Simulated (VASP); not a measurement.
# H6C3O in VASP: a series of runs, part 2 of 2

VASP 6.6.1. Earlier steps stand in the parts before.

## Step 3: Single point, PBE

Input file INCAR:

```
SYSTEM = H6C3O
ALGO     = Normal         ! electronic algorithm
EDIFF    = 1E-6           ! SCF threshold, eV
ENCUT    = 520            ! plane-wave cutoff, eV
GGA      = PE             ! functional
ISIF     = 2              ! what is computed and relaxed
ISMEAR   = -1             ! smearing method
LASPH    = .TRUE.         ! aspherical terms in the spheres
LCHARG   = .TRUE.         ! write CHGCAR
LELF     = .TRUE.         ! ELF
LREAL    = Auto         
LVHAR    = .TRUE.       
LWAVE    = .FALSE.        ! write WAVECAR
NBANDS   = 57             ! bands
NELM     = 80             ! most SCF steps
PREC     = Accurate       ! precision mode
SIGMA    = 0.05           ! smearing width, eV
```

Input file KPOINTS:

```
k-points
0
G
  1 1 1
  0 0 0
```

Input file POSCAR:

```
H6C3O
1.0
    7.6630940000      0.0000000000      0.0000000000
    0.0000000000      7.6630940000      0.0000000000
    0.0000000000      0.0000000000      7.6630940000
O C H
3 9 18
Direct
    0.1832419125      0.0756613451      0.5037521398
    0.7537947466      0.9909965870      0.5351363301
    0.8873439371      0.4369644950      0.4261464103
    0.2668504393      0.1078024098      0.3872326243
    0.7541992830      1.0309543378      0.3930788269
    0.8544068492      0.4473127956      0.2833972805
    0.1471207322      0.3512941379      0.9409254278
    0.3081783937      0.2296330960      0.9091106021
    0.4515017041      0.6208719350      0.2263837557
    0.3258996953      0.6088010926      0.3715862026
    0.9925103359      0.8471121456      0.8768129427
    0.8369595884      0.7415542599      0.8394390047
    0.1877179113      0.4701364749      1.0148903302
    0.0965406401      0.4185385172      0.8245755566
    0.0460388454      0.2862812331      1.0081306585
    0.2840106098      0.1002597645      0.8645202577
    0.4031530867      0.2855765569      0.8169676635
    0.3751878810      0.2148609948      1.0323767397
    0.3985335427      0.5260929854      0.1370725715
    0.4453162130      0.7397795199      0.1515314832
    0.5857294717      0.5856381248      0.2631052157
    0.3153687009      0.7340899120      0.4507056810
    0.1959782824      0.5663247769      0.3220631249
    0.3776803469      0.5127302366      0.4625807800
    0.9740191103      0.9088235118      1.0025323975
    1.1130491157      0.7572789790      0.8706405011
    1.0025715462      0.9628878362      0.7976543156
    0.8509095673      0.6390108225      0.7362952875
    0.8003686240      0.6684767275      0.9564935521
    0.7346771422      0.8192774355      0.7849179457
```

Potentials or basis: VASP PAW PBE potentials, release 64 (O, C, H).

Started as:

```bash
> cat potpaw_PBE.64/O/POTCAR potpaw_PBE.64/C/POTCAR potpaw_PBE.64/H/POTCAR > POTCAR
> mpirun -np 1 vasp_gam > vasp.out
```

OUTCAR:

```text
SYSTEM = H6C3O
   EDIFF = 1E-6
   ENCUT = 520
   GGA = PE
   ISIF = 2
   ISMEAR = -1
   LASPH = .TRUE.
   LREAL = Auto
   NELM = 80
   PREC = Accurate

 ion  position               nearest neighbor table
   1  0.183  0.076  0.504-   4 1.13
   2  0.754  0.991  0.535-   5 1.13
   3  0.887  0.437  0.426-   6 1.13
   4  0.267  0.108  0.387-   1 1.13
   5  0.754  0.031  0.393-   2 1.13
   6  0.854  0.447  0.283-   3 1.13
   7  0.147  0.351  0.941-  15 1.06  14 1.10  13 1.12   8 1.57
   8  0.308  0.230  0.909-  16 1.06  18 1.08  17 1.10   7 1.57
   9  0.452  0.621  0.226-  19 1.08  20 1.08  21 1.10  10 1.47
  10  0.326  0.609  0.372-  24 1.09  23 1.11  22 1.14   9 1.47
  11  0.993  0.847  0.877-  27 1.08  25 1.08  26 1.15  12 1.47
  12  0.837  0.742  0.839-  30 1.07  29 1.09  28 1.12  11 1.47
  13  0.188  0.470  0.015-   7 1.12
  14  0.097  0.419  0.825-   7 1.10
  15  0.046  0.286  0.008-   7 1.06
  16  0.284  0.100  0.865-   8 1.06
  17  0.403  0.286  0.817-   8 1.10
  18  0.375  0.215  0.032-   8 1.08
[... 10 lines left out ...]
  29  0.800  0.668  0.956-  12 1.09
  30  0.735  0.819  0.785-  12 1.07

  LATTYP: Found a simple cubic cell.
 ALAT       =     7.6630940000

  Lattice vectors:

 A1 = (   7.6630940000,   0.0000000000,   0.0000000000)
 A2 = (   0.0000000000,   7.6630940000,   0.0000000000)
 A3 = (   0.0000000000,   0.0000000000,   7.6630940000)

Analysis of symmetry for initial positions (statically):
=====================================================================
 Subroutine PRICEL returns:
 Original cell was already a primitive cell.

 Routine SETGRP: Setting up the symmetry group for a
 simple cubic supercell.

 Subroutine GETGRP returns: Found  1 space group operations
 (whereof  1 operations were pure point group operations)
 out of a pool of 48 trial point group operations.

The static configuration has the point symmetry C_1 .

Analysis of symmetry for dynamics (positions and initial velocities):
=====================================================================
 Subroutine PRICEL returns:
 Original cell was already a primitive cell.

 Routine SETGRP: Setting up the symmetry group for a
 simple cubic supercell.

 Subroutine GETGRP returns: Found  1 space group operations
 (whereof  1 operations were pure point group operations)
 out of a pool of 48 trial point group operations.

The dynamic configuration has the point symmetry C_1 .

 Subroutine INISYM returns: Found  1 space group operations
 (whereof  1 operations are pure point group operations),
 and found     1 'primitive' translations

----------------------------------------------------------------------------------------

                                     Primitive cell

  volume of cell :     449.9999

  direct lattice vectors                    reciprocal lattice vectors
     7.663094000  0.000000000  0.000000000     0.130495594  0.000000000  0.000000000
     0.000000000  7.663094000  0.000000000     0.000000000  0.130495594  0.000000000
     0.000000000  0.000000000  7.663094000     0.000000000  0.000000000  0.130495594

  length of vectors
     7.663094000  7.663094000  7.663094000     0.130495594  0.130495594  0.130495594

  position of ions in fractional coordinates (direct lattice)
     0.183241913  0.075661345  0.503752140
     0.753794747  0.990996587  0.535136330
     0.887343937  0.436964495  0.426146410
     0.266850439  0.107802410  0.387232624
     0.754199283  0.030954338  0.393078827
     0.854406849  0.447312796  0.283397280
[... 22 lines left out ...]
     0.800368624  0.668476727  0.956493552
     0.734677142  0.819277435  0.784917946

  ion indices of the primitive-cell ions
   primitive index   ion index
                 1           1
                 2           2
                 3           3
                 4           4
                 5           5
                 6           6
[... 22 lines left out ...]
                29          29
                30          30

----------------------------------------------------------------------------------------

 KPOINTS: k-points

Automatic generation of k-mesh.
 Grid dimensions read from file:
 generate k-points for:    1    1    1

 Generating k-lattice:

  Cartesian coordinates                     Fractional coordinates (reciprocal lattice)
     0.130495594  0.000000000  0.000000000     1.000000000  0.000000000  0.000000000
     0.000000000  0.130495594  0.000000000     0.000000000  1.000000000  0.000000000
     0.000000000  0.000000000  0.130495594     0.000000000  0.000000000  1.000000000

  Length of vectors
     0.130495594  0.130495594  0.130495594

  Shift w.r.t. Gamma in fractional coordinates (k-lattice)
     0.000000000  0.000000000  0.000000000

 Subroutine IBZKPT returns following result:
 ===========================================

 Found      1 irreducible k-points:

 Following reciprocal coordinates:
            Coordinates               Weight
  0.000000  0.000000  0.000000      1.000000
   k-points           NKPTS =      1   k-points in BZ     NKDIM =      1   number of bands    NBANDS=     57
   number of dos      NEDOS =    301   number of ions     NIONS =     30
   total plane-waves  NPLWV = 216000
   dimension x,y,z NGX =    60 NGY =   60 NGZ =   60
   dimension x,y,z NGXF=   120 NGYF=  120 NGZF=  120
   ions per type =               3   9  18
   NGX,Y,Z   is equivalent  to a cutoff of  13.02, 13.02, 13.02 a.u.
   NGXF,Y,Z  is equivalent  to a cutoff of  26.03, 26.03, 26.03 a.u.
 SYSTEM =  H6C3O
   PREC   = accura    normal or accurate (medium, high low for compatibility)
   ISTART =      0    job   : 0-new  1-cont  2-samecut
   ICHARG =      2    charge: 1-file 2-atom 10-const
   ISPIN  =      1    spin polarized calculation?
   LNONCOLLINEAR =      F non collinear calculations
   LSORBIT =      F    spin-orbit coupling
   LASPH  =      T    aspherical Exc in radial PAW
   ENCUT  =  520.0 eV  38.22 Ry    6.18 a.u.  14.25 14.25 14.25*2*pi/ulx,y,z
   NELM   =     80;   NELMIN=  2; NELMDL= -5     # of ELM steps
   EDIFF  = 0.1E-05   stopping-criterion for ELM
   LREAL  =      T    real-space projection
   EDIFFG = 0.1E-04   stopping-criterion for IOM
   NSW    =      0    number of steps for IOM
   IBRION =     -1    ionic relax: 0-MD 1-quasi-New 2-CG
   NFREE  =      0    steps in history (QN), initial steepest desc. (CG)
   ISIF   =      2    stress and relaxation
   ISYM   =      2    0-nonsym 1-usesym 2-fastsym
   POTIM  = 0.5000    time-step for ionic-motion
   TEBEG  =    0.0;   TEEND  =   0.0 temperature during run
   PSTRESS=    0.0 pullay stress
   NELECT =      72.0000    total number of electrons
   NUPDOWN=      -1.0000    fix difference up-down
   EMIN   =  10.00;   EMAX   =-10.00  energy-range for DOS
   EFERMI =   0.00;   METHOD = LEGACY
   ISMEAR =    -1;   SIGMA  =   0.05  broadening in eV -4-tet -1-fermi 0-gaus
   EFERMI_NEDOS =   21; number of points for ismear=-14 and -15
   IALGO  =     38    algorithm
   IMIX   =      4    mixing-type and parameters
     AMIX     =   0.40;   BMIX     =  1.00
     AMIX_MAG =   1.60;   BMIX_MAG =  1.00
  volume/ion in A,a.u.               =      15.00       101.22
  Fermi-wavevector in a.u.,A,eV,Ry     =   0.888754  1.679501 10.747017  0.789883
  Thomas-Fermi vector in A             =   2.010225
   LORBIT       =      0    0 simple, 1 ext, 2 COOP (PROOUT), +10 PAW based schemes
   GGA     = PE    functional components
   LHFCALC =     F    Hartree Fock is set to
   AEXX    =    0.0000 exact exchange contribution
   IVDW    =     0    specifies the selected vdW correction
   LEPSILON=     F    determine dielectric tensor
   LRPA    =     F    only Hartree local field effects (RPA)
 non-spin polarized calculation
  energy-cutoff  :      520.00
  volume of cell :      450.00
 maximum number of plane-waves:      6075
 NGX is ok and might be reduce to    60
   NGX = 29   NGY = 29   NGZ = 29

 number of electron      72.0000000 magnetization

 Free energy of the ion-electron system (eV)
  ---------------------------------------------------
  ext. energy  EPLUGINS =         0.00000000
  ---------------------------------------------------
  free energy    TOTEN  =      -164.88767350 eV

  energy without entropy =     -164.88767350  energy(sigma->0) =     -164.88767350

 E-fermi :  -3.6116     XC(G=0):  -5.7546

 val. band max:       -4.9068092398   @ k =   0.0000   0.0000   0.0000
 cond. band min:       0.1770190040   @ k =   0.0000   0.0000   0.0000
 fundamental gap:      5.0838282439
 Fermi energy:        -3.6115825409

 k-point     1 :       0.0000    0.0000    0.0000
  band No.  band energies     occupation
      1     -27.0423      2.00000
      2     -27.0172      2.00000
      3     -26.9429      2.00000
      4     -16.4009      2.00000
      5     -16.1631      2.00000
      6     -15.7695      2.00000
[... 40 lines left out ...]
     47       3.7486      0.00000
     48       3.9719      0.00000
 [bands above 48 left out]

------------------------ aborting loop because EDIFF is reached ----------------------------------------

  FORCE on cell =-STRESS in cart. coord.  units (eV):
  Direction    XX          YY          ZZ          XY          YZ          ZX
  --------------------------------------------------------------------------------------
  -------------------------------------------------------------------------------------
  Total        5.0889591      1.2048512     11.2494989      3.9645509     -2.5656876     -1.8215937
  in kB       18.1187021      4.2897457     40.0526543     14.1153653     -9.1348601     -6.4855921
  external PRESSURE =      20.8203674 kB  Pullay stress =       0.0000000 kB

 VOLUME and BASIS-vectors are now :
 -----------------------------------------------------------------------------
  energy-cutoff  :      520.00
  volume of cell :      450.00
      direct lattice vectors                 reciprocal lattice vectors
     7.663094000  0.000000000  0.000000000     0.130495594  0.000000000  0.000000000
     0.000000000  7.663094000  0.000000000     0.000000000  0.130495594  0.000000000
     0.000000000  0.000000000  7.663094000     0.000000000  0.000000000  0.130495594

 POSITION                                       TOTAL-FORCE (eV/Angst)
 -----------------------------------------------------------------------------------
      1.40420      0.57980      3.86030        -1.156405     -0.392909      1.533989
      5.77640      7.59410      4.10080        -0.063791     -0.268237      1.245378
      6.79980      3.34850      3.26560         0.506937     -0.153246      2.281882
      2.04490      0.82610      2.96740         1.171314      0.446837     -1.563712
      5.77950      0.23721      3.01220        -0.004538      0.328516     -1.430463
      6.54740      3.42780      2.17170        -0.471153      0.111003     -2.250926
[... 22 lines left out ...]
      6.13330      5.12260      7.32970        -0.508374      0.013159      0.039115
      5.62990      6.27820      6.01490        -1.063485      0.498243      0.328639
 -----------------------------------------------------------------------------------
    total drift:                               -0.007796      0.000948     -0.026625

  FREE ENERGIE OF THE ION-ELECTRON SYSTEM (eV)
  ---------------------------------------------------
  free  energy   TOTEN  =      -164.8876735027 eV

  energy  without entropy=     -164.8876735026  energy(sigma->0) =     -164.88767350
```

Wall time 1.8 min (1 thread of Intel Xeon 8259CL, shared host); peak memory 0.45 GiB.

What came out:

```yaml
Free_energy: -164.8877 eV
Pressure: 2.1 GPa
Largest_force: 2.377 eV/Å
```

Forces on the atoms (eV/Å):
```
O   -1.156 -0.393  1.534
O   -0.064 -0.268  1.245
O    0.507 -0.153  2.282
C    1.171  0.447 -1.564
C   -0.005  0.329 -1.430
C   -0.471  0.111 -2.251
C    1.927  1.037 -0.930
C   -0.156  1.619  0.158
C    0.343 -0.345 -0.926
C   -0.848  1.146  1.804
C    1.820 -0.491  0.189
C   -0.772 -1.928 -0.845
H   -0.053 -0.704  0.205
H   -0.186 -0.660 -0.348
H   -1.121 -0.573  0.663
H   -0.717 -0.920 -0.426
H   -0.091  0.191  0.045
H    0.400 -0.085  0.521
H    0.643 -0.760 -0.825
H    0.251  0.817 -0.094
H   -0.175  0.273 -0.234
H   -0.191 -0.916 -0.568
H    0.413  0.360  0.552
H   -0.347 -0.410  0.382
H    0.391 -0.155  0.911
H   -0.844  1.436  0.263
H    0.467  0.142 -1.002
H    0.435  0.340  0.322
H   -0.508  0.013  0.039
H   -1.063  0.498  0.329
```

Caveat: the k points lie up to 0.82 Å⁻¹ apart; the atoms stand as in a frame of molecular dynamics.
